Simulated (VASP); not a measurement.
# Co (P-3m1) in VASP: a series of runs, part 2 of 2

VASP 6.6.1.

**5. Single point, PBE, collinear spin, ferrimagnetic start**

Input file INCAR:

```
SYSTEM = Co
ALGO = Fast ; EDIFF = 1E-7
ENCUT = 520 ; GGA = PE
ISIF = 2 ; ISMEAR = -1
ISPIN = 2 ; LASPH = .True.
LCHARG = .False. ; LMAXMIX = 4
LORBIT = 11 ; LREAL = .False.
LWAVE = .False. ; MAGMOM = 0.68 -2.21
NBANDS = 20 ; NELM = 150
PREC = Accurate ; SIGMA = 0.05
```

Input file KPOINTS:

```
k-points
0
Gamma
  12 12 7
  0 0 0
```

Input file POSCAR:

```
Co
1.0
    2.4873648738      0.0000000000      0.0000000000
   -1.2436824369      2.1541211692      0.0000000000
    0.0000000000      0.0000000000      4.0632895034
Co
2
Direct
    0.3333333333      0.6666666667      0.7401390000
    0.6666666667      0.3333333333      0.2598610000
```

Potentials or basis: VASP PAW PBE potentials, release 64 (Co).

On the command line:

```bash
cat potpaw_PBE.64/Co/POTCAR > POTCAR
mpirun -np 1 vasp_std > vasp.out
```

OUTCAR:

```text
SYSTEM = Co
   EDIFF = 1E-7
   ENCUT = 520
   GGA = PE
   ISIF = 2
   ISMEAR = -1
   ISPIN = 2
   LASPH = .True.
   LORBIT = 11
   LREAL = .False.
   NELM = 150
   PREC = Accurate

 ion  position               nearest neighbor table
   1  0.333  0.667  0.740-   2 2.42   2 2.42   2 2.42   2 2.55   2 2.55   2 2.55
   2  0.667  0.333  0.260-   1 2.42   1 2.42   1 2.42   1 2.55   1 2.55   1 2.55

  LATTYP: Found a hexagonal cell.
 ALAT       =     2.4873648738
 C/A-ratio  =     1.6335719565

  Lattice vectors:

 A1 = (   2.4873648738,   0.0000000000,   0.0000000000)
 A2 = (  -1.2436824369,   2.1541211692,   0.0000000000)
 A3 = (   0.0000000000,   0.0000000000,   4.0632895034)

Analysis of symmetry for initial positions (statically):
=====================================================================
 Subroutine PRICEL returns:
 Original cell was already a primitive cell.

 Routine SETGRP: Setting up the symmetry group for a
 hexagonal supercell.

 Subroutine GETGRP returns: Found 12 space group operations
 (whereof 12 operations were pure point group operations)
 out of a pool of 24 trial point group operations.

The static configuration has the point symmetry D_3d.

Analysis of symmetry for dynamics (positions and initial velocities):
=====================================================================
 Subroutine PRICEL returns:
 Original cell was already a primitive cell.

 Routine SETGRP: Setting up the symmetry group for a
 hexagonal supercell.

 Subroutine GETGRP returns: Found 12 space group operations
 (whereof 12 operations were pure point group operations)
 out of a pool of 24 trial point group operations.

The dynamic configuration has the point symmetry D_3d.

Analysis of structural, dynamic, and magnetic symmetry:
=====================================================================
 Subroutine PRICEL returns:
 Original cell was already a primitive cell.

 Routine SETGRP: Setting up the symmetry group for a
 hexagonal supercell.

 Subroutine GETGRP returns: Found  6 space group operations
[... 142 lines left out ...]

 number of electron      17.9999996 magnetization       0.0005204

 Free energy of the ion-electron system (eV)
  ---------------------------------------------------
  ext. energy  EPLUGINS =         0.00000000
  ---------------------------------------------------
  free energy    TOTEN  =       -13.60359362 eV

  energy without entropy =      -13.55998656  energy(sigma->0) =      -13.58179009

 E-fermi :  10.1949     XC(G=0): -13.3933

 val. band max:       10.1926675797   @ k =  -0.1667   0.4167   0.4286
 cond. band min:      10.1957261861   @ k =  -0.1667   0.5000   0.4286
 fundamental gap:      0.0030586064
 Fermi energy:        10.1949236672

 spin component 1

 k-point     1 :       0.0000    0.0000    0.0000
  band No.  band energies     occupation
      1       1.3104      1.00000
      2       5.4704      1.00000
      3       8.0637      1.00000
      4       8.0637      1.00000
      5       8.2852      1.00000
      6       8.8141      1.00000
[... 541 lines left out ...]
     19      36.7679      0.00000
     20      37.7952      0.00000

 [... further k-points ...]

 spin component 2

 k-point     1 :       0.0000    0.0000    0.0000
  band No.  band energies     occupation
      1       1.3105      1.00000
      2       5.4708      1.00000
      3       8.0641      1.00000
      4       8.0641      1.00000
      5       8.2858      1.00000
      6       8.8147      1.00000
[... 541 lines left out ...]
     19      36.7680      0.00000
     20      37.7954      0.00000

 [... further k-points ...]
[... 5 lines left out ...]
  --------------------------------------------------------------------------------------
  -------------------------------------------------------------------------------------
  Total       -0.8915957     -0.8915957     -0.8722681      0.0000000      0.0000000      0.0000000
  in kB      -65.6131937    -65.6131937    -64.1908583      0.0000000      0.0000000      0.0000000
  external PRESSURE =     -65.1390819 kB  Pullay stress =       0.0000000 kB

 VOLUME and BASIS-vectors are now :
 -----------------------------------------------------------------------------
  energy-cutoff  :      520.00
  volume of cell :       21.77
      direct lattice vectors                 reciprocal lattice vectors
     2.487364874  0.000000000  0.000000000     0.402031889  0.232113220  0.000000000
    -1.243682437  2.154121169  0.000000000     0.000000000  0.464226439  0.000000000
     0.000000000  0.000000000  4.063289503     0.000000000  0.000000000  0.246106018

 POSITION                                       TOTAL-FORCE (eV/Angst)
 -----------------------------------------------------------------------------------
     -0.00000      1.43608      3.00740         0.000000      0.000000      0.602204
      1.24368      0.71804      1.05589        -0.000000     -0.000000     -0.602204
 -----------------------------------------------------------------------------------
    total drift:                               -0.000000      0.000000      0.000111

  FREE ENERGIE OF THE ION-ELECTRON SYSTEM (eV)
  ---------------------------------------------------
  free  energy   TOTEN  =       -13.6035936196 eV

  energy  without entropy=      -13.5599865592  energy(sigma->0) =      -13.58179009

 total charge

# of ion       s       p       d       tot
------------------------------------------
    1        0.484   0.518   7.269   8.272
    2        0.484   0.518   7.269   8.271
--------------------------------------------------
tot          0.969   1.037  14.538  16.543

 magnetization (x)

# of ion       s       p       d       tot
------------------------------------------
    1        0.000   0.006   0.953   0.959
    2       -0.000  -0.006  -0.952  -0.958
--------------------------------------------------
tot          0.000  -0.000   0.001   0.001
```

stdout:

```text
POSCAR found type information on POSCAR Co
 POSCAR found :  1 types and       2 ions
 scaLAPACK will be used
 LDA part: xc-table for (Slater+PW92), standard interpolation
 POSCAR, INCAR and KPOINTS ok, starting setup
 FFT: planning ... GRIDC
 FFT: planning ... GRID_SOFT
 FFT: planning ... GRID
 WAVECAR not read
 entering main loop
WARNING in EDDRMM: call to ZHEGV failed, returncode =   8  4     19
WARNING in EDDRMM: call to ZHEGV failed, returncode =   8  4     19
WARNING in EDDRMM: call to ZHEGV failed, returncode =   8  4     19
```

Run time: 5.2 min. Hardware: 1 thread of AMD EPYC, shared host; peak memory 0.15 GiB.

What came out:

```
Free energy                                           : -13.6036 eV
Pressure                                              : -6.5 GPa
Largest force                                         : 0.602 eV/Å
Band gap on the k mesh                                : zero (filled and empty bands overlap)
Net moment                                            : 0.00 μB per cell
Site moments                                          : Co +0.96, -0.96 μB
Valence electrons inside the program's atomic spheres : Co 8.27
```

Forces in eV/Å, atoms in the order of the input:
```
Co   0.000  0.000  0.602
Co   0.000  0.000 -0.602
```

**6. Single point, PBE, non-collinear spin, typed start**

Input file INCAR:

```
SYSTEM = Co
PREC = Accurate
ENCUT = 520
EDIFF = 1E-6
ISMEAR = -1
SIGMA = 0.05
LREAL = .False.
LASPH = .True.
NELM = 150
ALGO = Normal
ISIF = 2
LWAVE = .False.
LCHARG = .False.
LNONCOLLINEAR = .True.
MAGMOM = 0.641 0.024 0.225 2.11 -0.426 0.499
LORBIT = 11
LMAXMIX = 4
GGA = PE
NBANDS = 30
```

Input file KPOINTS:

```
Automatic mesh
0
Gamma
  9 9 5
  0 0 0
```

POSCAR is that of step 5.

Potentials or basis: VASP PAW PBE potentials, release 64 (Co).

On the command line:

```bash
cat potpaw_PBE.64/Co/POTCAR > POTCAR
mpirun -np 1 vasp_ncl > vasp.out
```

Wall time 73 min (1 thread of AMD EPYC, shared host); peak memory 0.42 GiB.

It converged, with:

```
Free energy                                           : -14.0569 eV
Pressure                                              : -1.3 GPa
Largest force                                         : 0.490 eV/Å
Band gap on the k mesh                                : zero (band 18 reaches 11.32 eV, above the bottom of band 19 at 9.26 eV)
Net moment                                            : 3.09 μB per cell
Valence electrons inside the program's atomic spheres : Co 8.27
```

Forces on the atoms (eV/Å):
```
Co   0.000  0.000  0.490
Co   0.000  0.000 -0.490
```

Stress tensor (GPa, compression positive):
```
-1.17  0.00  0.00
 0.00 -1.17  0.00
 0.00  0.00 -1.64
```

Levels at points of the mesh, in eV from the Fermi level:
| k point | band 13 | band 14 | band 15 | band 16 | band 17 | band 18 | band 19 | band 20 | band 21 | band 22 |
| --- | --- | --- | --- | --- | --- | --- | --- | --- | --- | --- |
| (0.00, 0.00, 0.00) | -1.03 | -1.03 | -0.84 | -0.84 | -0.72 | -0.72 | -0.23 | -0.18 | -0.14 | -0.14 |

Moments on the atoms (μB; x, y, z):
```
Co   1.50 -0.21  0.40
Co   1.50 -0.21  0.40
```

**7. The runs side by side**

| spin | k mesh | gap on the mesh (eV) | pressure (GPa) | moment (μB) | largest force (eV/Å) |
| --- | --- | --- | --- | --- | --- |
| off | 12 × 12 × 7 | none | -11.3 | - | 0.59 |
| collinear, antiferromagnetic start | 12 × 12 × 7 | none | -6.5 | 0.00 | 0.60 |
| collinear, ferrimagnetic start | 12 × 12 × 7 | none | -6.5 | 0.00 | 0.60 |
| non-collinear, typed start | 9 × 9 × 5 | none | -1.3 | 3.09 | 0.49 |

Alike in all rows: task single point; level PBE; potentials or basis VASP PAW PBE potentials, release 64 (Co); cell as given; cutoff (eV) 520; smearing fermi-dirac 0.05 eV.

Every run on the cell as given and a fine mesh finds a metal.

Absolute energies hang on the potentials; compare differences alone.
